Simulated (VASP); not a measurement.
# SiC (I-4m2) in VASP: single point with HSE06

Aim: the single point of SiC with HSE06.

Program: VASP 6.6.1. These are calculated values, not measurements. Logs are shortened: lines on timing, memory, paths and dates and some standing lists are left out, and cuts for length are marked.

## 1. The cell of the first run

The typed cell holds 2 atoms: a = 3.075 Å, b = 3.075 Å, c = 3.071 Å, α = 60.05°, β = 60.05°, γ = 59.90°.

## 2. Single point, HSE06 (biaxial xy strain -0.3%)

POSCAR

```
SiC
1.0
    0.0000000000      2.1713003854      2.1780523476
    2.1713003854      0.0000000000      2.1780523476
    2.1713003854      2.1713003854      0.0000000000
Si C
1 1
Direct
    0.0000000000      0.0000000000      0.0000000000
    0.2500000000      0.2500000000      0.2500000000
```

INCAR.step1

```
  ALGO = Normal
  EDIFF = 1E-5
  ENCUT = 520
  GGA = PE
  ISIF = 2
  ISMEAR = 0
  LASPH = T
  LREAL = F
  LWAVE = T
  NBANDS = 11
  NELM = 80
  PREC = Accurate
  SIGMA = 0.01
```

INCAR.step2

```
  ALGO = Normal
  EDIFF = 1E-6
  ENCUT = 520
  GGA = PE
  HFSCREEN = 0.2079
  ISIF = 2
  ISMEAR = 0
  ISTART = 1
  LASPH = T
  LCHARG = T
  LELF = T
  LHFCALC = T
  LREAL = F
  LVHAR = T
  LWAVE = F
  NBANDS = 11
  NELM = 80
  PREC = Accurate
  PRECFOCK = Normal
  SIGMA = 0.01
```

KPOINTS

```
k-points
0
Gamma
  8 8 8
```

Potentials or basis: VASP PAW PBE potentials, release 64 (Si, C).

Launch:

```bash
> cat potpaw_PBE.64/Si/POTCAR potpaw_PBE.64/C/POTCAR > POTCAR
> cp INCAR.step1 INCAR
> mpirun -np 1 vasp_std > vasp.out
> cp INCAR.step2 INCAR
> mpirun -np 1 vasp_std > vasp.out
```

OUTCAR:

```text
EDIFF = 1E-6
   ENCUT = 520
   GGA = PE
   HFSCREEN = 0.2079
   ISIF = 2
   ISMEAR = 0
   ISTART = 1
   LASPH = T
   LHFCALC = T
   LREAL = F
   NELM = 80
   PREC = Accurate
   PRECFOCK = Normal

 ion  position               nearest neighbor table
   1  0.000  0.000  0.000-   2 1.88   2 1.88   2 1.88   2 1.88
   2  0.250  0.250  0.250-   1 1.88   1 1.88   1 1.88   1 1.88

  LATTYP: Found a body centered tetragonal cell.
 ALAT       =     3.0706824530
 C/A-ratio  =     1.4186112572

  Lattice vectors:

 A1 = (  -2.1713003854,   0.0000000000,   2.1780523476)
 A2 = (   2.1713003854,   0.0000000000,   2.1780523476)
 A3 = (   0.0000000000,   2.1713003854,  -2.1780523476)

Analysis of symmetry for initial positions (statically):
=====================================================================
 Subroutine PRICEL returns:
 Original cell was already a primitive cell.

 Routine SETGRP: Setting up the symmetry group for a
 body centered tetragonal supercell.

 Subroutine GETGRP returns: Found  8 space group operations
 (whereof  8 operations were pure point group operations)
 out of a pool of 16 trial point group operations.

The static configuration has the point symmetry D_2d.

Analysis of symmetry for dynamics (positions and initial velocities):
=====================================================================
 Subroutine PRICEL returns:
 Original cell was already a primitive cell.

 Routine SETGRP: Setting up the symmetry group for a
 body centered tetragonal supercell.

 Subroutine GETGRP returns: Found  8 space group operations
 (whereof  8 operations were pure point group operations)
 out of a pool of 16 trial point group operations.

The dynamic configuration has the point symmetry D_2d.

 Subroutine INISYM returns: Found  8 space group operations
 (whereof  8 operations are pure point group operations),
 and found     1 'primitive' translations

----------------------------------------------------------------------------------------

                                     Primitive cell

  volume of cell :      20.5371

  direct lattice vectors                    reciprocal lattice vectors
     0.000000000  2.171300385  2.178052348    -0.230276752  0.230276752  0.229562894
     2.171300385  0.000000000  2.178052348     0.230276752 -0.230276752  0.229562894
     2.171300385  2.171300385  0.000000000     0.230276752  0.230276752 -0.229562894

  length of vectors
     3.075460517  3.075460517  3.070682453     0.398439314  0.398439314  0.398439314

  position of ions in fractional coordinates (direct lattice)
     0.000000000  0.000000000  0.000000000
     0.250000000  0.250000000  0.250000000

  ion indices of the primitive-cell ions
   primitive index   ion index
                 1           1
                 2           2

----------------------------------------------------------------------------------------

 KPOINTS: k-points

Automatic generation of k-mesh.
 Grid dimensions read from file:
 generate k-points for:    8    8    8

 Generating k-lattice:

  Cartesian coordinates                     Fractional coordinates (reciprocal lattice)
    -0.028784594  0.028784594  0.028695362     0.125000000 -0.000000000  0.000000000
     0.028784594 -0.028784594  0.028695362    -0.000000000  0.125000000  0.000000000
     0.028784594  0.028784594 -0.028695362     0.000000000  0.000000000  0.125000000

  Length of vectors
     0.049804914  0.049804914  0.049804914

  Shift w.r.t. Gamma in fractional coordinates (k-lattice)
     0.000000000  0.000000000  0.000000000

 Subroutine IBZKPT returns following result:
 ===========================================

 Found     59 irreducible k-points:

 Following reciprocal coordinates:
            Coordinates               Weight
  0.000000  0.000000  0.000000      1.000000
  0.125000  0.000000  0.000000      8.000000
  0.250000  0.000000  0.000000      8.000000
  0.375000  0.000000  0.000000      8.000000
  0.500000  0.000000  0.000000      4.000000
  0.125000  0.125000  0.000000      2.000000
[... 16 lines left out ...]
  0.250000  0.000000  0.125000     16.000000
  0.375000  0.000000  0.125000     16.000000
 [... further k-points ...]
   k-points           NKPTS =     59   k-points in BZ     NKDIM =    512   number of bands    NBANDS=     11
   number of dos      NEDOS =    301   number of ions     NIONS =      2
   total plane-waves  NPLWV =  13824
   dimension x,y,z NGX =    24 NGY =   24 NGZ =   24
   dimension x,y,z NGXF=    48 NGYF=   48 NGZF=   48
   ions per type =               1   1
   NGX,Y,Z   is equivalent  to a cutoff of  12.97, 12.97, 12.99 a.u.
   NGXF,Y,Z  is equivalent  to a cutoff of  25.95, 25.95, 25.99 a.u.
 SYSTEM =  unknown system
   PREC   = accura    normal or accurate (medium, high low for compatibility)
   ISTART =      1    job   : 0-new  1-cont  2-samecut
   ICHARG =      0    charge: 1-file 2-atom 10-const
   ISPIN  =      1    spin polarized calculation?
   LNONCOLLINEAR =      F non collinear calculations
   LSORBIT =      F    spin-orbit coupling
   LASPH  =      T    aspherical Exc in radial PAW
   ENCUT  =  520.0 eV  38.22 Ry    6.18 a.u.   5.72  5.72  5.71*2*pi/ulx,y,z
   NELM   =     80;   NELMIN=  2; NELMDL=  0     # of ELM steps
   EDIFF  = 0.1E-05   stopping-criterion for ELM
   LREAL  =      F    real-space projection
   EDIFFG = 0.1E-04   stopping-criterion for IOM
   NSW    =      0    number of steps for IOM
   IBRION =     -1    ionic relax: 0-MD 1-quasi-New 2-CG
   NFREE  =      0    steps in history (QN), initial steepest desc. (CG)
   ISIF   =      2    stress and relaxation
   ISYM   =      3    0-nonsym 1-usesym 2-fastsym
   POTIM  = 0.5000    time-step for ionic-motion
   TEBEG  =    0.0;   TEEND  =   0.0 temperature during run
   PSTRESS=    0.0 pullay stress
   NELECT =       8.0000    total number of electrons
   NUPDOWN=      -1.0000    fix difference up-down
   EMIN   =  10.00;   EMAX   =-10.00  energy-range for DOS
   EFERMI =   0.00;   METHOD = LEGACY
   ISMEAR =     0;   SIGMA  =   0.01  broadening in eV -4-tet -1-fermi 0-gaus
   EFERMI_NEDOS =   21; number of points for ismear=-14 and -15
   IALGO  =     38    algorithm
   IMIX   =      1    mixing-type and parameters
     AMIX     =   0.40;   BMIX     =  1.00
     AMIX_MAG =   1.60;   BMIX_MAG =  1.00
  volume/ion in A,a.u.               =      10.27        69.30
  Fermi-wavevector in a.u.,A,eV,Ry     =   1.195617  2.259389 19.449532  1.429500
  Thomas-Fermi vector in A             =   2.331578
   LORBIT       =      0    0 simple, 1 ext, 2 COOP (PROOUT), +10 PAW based schemes
   GGA     = PE    functional components
   LHFCALC =     T    Hartree Fock is set to
   PRECFOCK=normal    Normal, Fast or Accurate (Low or Medium for compatibility)
   ENCUT4O =  -1.0   cutoff for four orbital integrals eV
   NKREDX  =     1    reduce k-point grid by
   NKREDY  =     1    reduce k-point grid by
   NKREDZ  =     1    reduce k-point grid by
   AEXX    =    0.2500 exact exchange contribution
   HFSCREEN=    0.2079 screening length (either q_TF or 0.3 A-1)
   HFSCREENC=   0.2079 screening length for correlation (either q_TF or 0.3 A-1)
   ENCUTFOCK=  -1.0 apply spherical cutoff to Coloumb kernel
   IVDW    =     0    specifies the selected vdW correction
   LEPSILON=     F    determine dielectric tensor
   LRPA    =     F    only Hartree local field effects (RPA)
 non-spin polarized calculation
 Gauss-broadening in eV      SIGMA  =   0.01
  energy-cutoff  :      520.00
  volume of cell :       20.54
 maximum number of plane-waves:       568
  NGX = 18; NGY = 18; NGZ = 18

 number of electron       8.0000001 magnetization

 Free energy of the ion-electron system (eV)
  ---------------------------------------------------
  ext. energy  EPLUGINS =         0.00000000
  ---------------------------------------------------
  free energy    TOTEN  =       -17.42395792 eV

  energy without entropy =      -17.42395792  energy(sigma->0) =      -17.42395792

 E-fermi :   7.6329     XC(G=0):  -9.3823

 val. band max:        7.5809229767   @ k =   0.0000   0.0000   0.0000
 cond. band min:       9.7906089620   @ k =   0.5000   0.0000   0.5000
 fundamental gap:      2.2096859854
 Fermi energy:         7.6328938575

 k-point     1 :       0.0000    0.0000    0.0000
  band No.  band energies     occupation
      1      -9.4744      2.00000
      2       7.5590      2.00000
      3       7.5809      2.00000
      4       7.5809      2.00000
      5      15.2008      0.00000
      6      16.2139      0.00000
      7      16.2139      0.00000
      8      16.2222      0.00000
      9      23.6527      0.00000
     10      23.7533      0.00000
     11      25.6720      0.00000

 k-point     2 :       0.1250    0.0000    0.0000
  band No.  band energies     occupation
      1      -9.1414      2.00000
      2       5.9625      2.00000
      3       7.3457      2.00000
      4       7.3650      2.00000
      5      15.3917      0.00000
      6      16.6033      0.00000
      7      16.6037      0.00000
      8      16.8522      0.00000
      9      22.3445      0.00000
     10      22.4167      0.00000
     11      25.1734      0.00000

 k-point     3 :       0.2500    0.0000    0.0000
  band No.  band energies     occupation
      1      -8.1679      2.00000
      2       2.8581      2.00000
      3       6.8961      2.00000
      4       6.9251      2.00000
      5      14.8606      0.00000
      6      16.8457      0.00000
      7      16.8756      0.00000
      8      18.5226      0.00000
      9      22.2215      0.00000
     10      22.2365      0.00000
     11      24.2397      0.00000

 k-point     4 :       0.3750    0.0000    0.0000
  band No.  band energies     occupation
      1      -6.6912      2.00000
      2      -0.1735      2.00000
      3       6.5287      2.00000
      4       6.5660      2.00000
      5      14.4277      0.00000
      6      16.3436      0.00000
      7      16.3911      0.00000
      8      19.1769      0.00000
      9      24.3958      0.00000
     10      24.4204      0.00000
     11      24.7884      0.00000

 k-point     5 :       0.5000    0.0000    0.0000
  band No.  band energies     occupation
      1      -5.5957      2.00000
      2      -1.8200      2.00000
      3       6.3942      2.00000
      4       6.4347      2.00000
      5      14.2802      0.00000
      6      16.0605      0.00000
      7      16.1101      0.00000
      8      19.1708      0.00000
      9      25.5627      0.00000
     10      26.7178      0.00000
     11      26.7607      0.00000
[... 211 lines left out ...]
 k-point    21 :       0.5000    0.5000    0.0000
  band No.  band energies     occupation
      1      -4.0435      2.00000
      2      -1.0180      2.00000
      3       4.0849      2.00000
      4       4.0849      2.00000
      5       9.8201      0.00000
      6      13.0108      0.00000
      7      23.6108      0.00000
      8      23.6108      0.00000
      9      24.3900      0.00000
     10      29.7234      0.00000
     11      31.7767      0.00000

 k-point    22 :       0.1250    0.0000    0.1250
  band No.  band energies     occupation
      1      -9.0294      2.00000
      2       6.3785      2.00000
      3       6.7995      2.00000
      4       6.8167      2.00000
      5      14.9924      0.00000
      6      16.2637      0.00000
      7      17.3508      0.00000
      8      17.3900      0.00000
      9      20.4996      0.00000
     10      24.1654      0.00000
     11      27.2795      0.00000

 k-point    23 :       0.2500    0.0000    0.1250
  band No.  band energies     occupation
      1      -8.2668      2.00000
      2       3.9430      2.00000
      3       6.2079      2.00000
      4       6.5074      2.00000
      5      14.4891      0.00000
      6      16.6503      0.00000
      7      17.6480      0.00000
      8      18.1425      0.00000
      9      20.7527      0.00000
     10      24.1094      0.00000
     11      26.3027      0.00000

 k-point    24 :       0.3750    0.0000    0.1250
  band No.  band energies     occupation
      1      -6.9378      2.00000
      2       0.9513      2.00000
      3       5.8547      2.00000
      4       5.8853      2.00000
      5      14.1598      0.00000
      6      16.5545      0.00000
      7      17.7980      0.00000
      8      18.5464      0.00000
      9      22.3352      0.00000
     10      25.6451      0.00000
     11      26.1236      0.00000

 [... further k-points ...]
[... 5 lines left out ...]
  --------------------------------------------------------------------------------------
  -------------------------------------------------------------------------------------
  Total        0.0259241      0.0259241     -0.0852868      0.0000000     -0.0000000     -0.0000000
  in kB        2.0224439      2.0224439     -6.6535663      0.0000000     -0.0000000     -0.0000000
  external PRESSURE =      -0.8695595 kB  Pullay stress =       0.0000000 kB

 VOLUME and BASIS-vectors are now :
 -----------------------------------------------------------------------------
  energy-cutoff  :      520.00
  volume of cell :       20.54
      direct lattice vectors                 reciprocal lattice vectors
     0.000000000  2.171300385  2.178052348    -0.230276752  0.230276752  0.229562894
     2.171300385  0.000000000  2.178052348     0.230276752 -0.230276752  0.229562894
     2.171300385  2.171300385  0.000000000     0.230276752  0.230276752 -0.229562894

 POSITION                                       TOTAL-FORCE (eV/Angst)
 -----------------------------------------------------------------------------------
      0.00000      0.00000      0.00000         0.000000      0.000000      0.000000
      1.08565      1.08565      1.08903        -0.000000     -0.000000     -0.000000
 -----------------------------------------------------------------------------------
    total drift:                                0.000000      0.000000     -0.000000

  FREE ENERGIE OF THE ION-ELECTRON SYSTEM (eV)
  ---------------------------------------------------
  free  energy   TOTEN  =       -17.4239579209 eV

  energy  without entropy=      -17.4239579209  energy(sigma->0) =      -17.42395792
```

Run time: 48 min. Hardware: 1 thread of Oxide Virtual Turin-like, shared host; peak memory 0.23 GiB.

What came out:

```
Free energy            : -17.4240 eV
Pressure               : -0.1 GPa
Band gap on the k mesh : 2.21 eV (least direct gap 5.74 eV)
```

Stress tensor (GPa, compression positive):
```
 0.20  0.00  0.00
 0.00  0.20  0.00
 0.00  0.00 -0.67
```

Levels at points of the mesh, in eV from the valence-band top:
```tsv
k point	band 1	band 2	band 3	band 4	band 5	band 6	band 7	band 8	band 9
(0.00, 0.00, 0.00)	-17.06	-0.02	0.00	0.00	7.62	8.63	8.63	8.64	16.07
(0.50, 0.00, 0.00)	-13.18	-9.40	-1.19	-1.15	6.70	8.48	8.53	11.59	17.98
(0.50, 0.50, 0.00)	-11.62	-8.60	-3.50	-3.50	2.24	5.43	16.03	16.03	16.81
(0.50, 0.00, 0.50)	-11.60	-8.56	-3.53	-3.53	2.21	5.37	15.96	16.07	16.86
```

Caveat: the cell differs from its parent crystal (biaxial xy strain -0.3%); the PAW data sets were made with another functional, which shifts forces and pressure a little. A k mesh can miss the band edges.
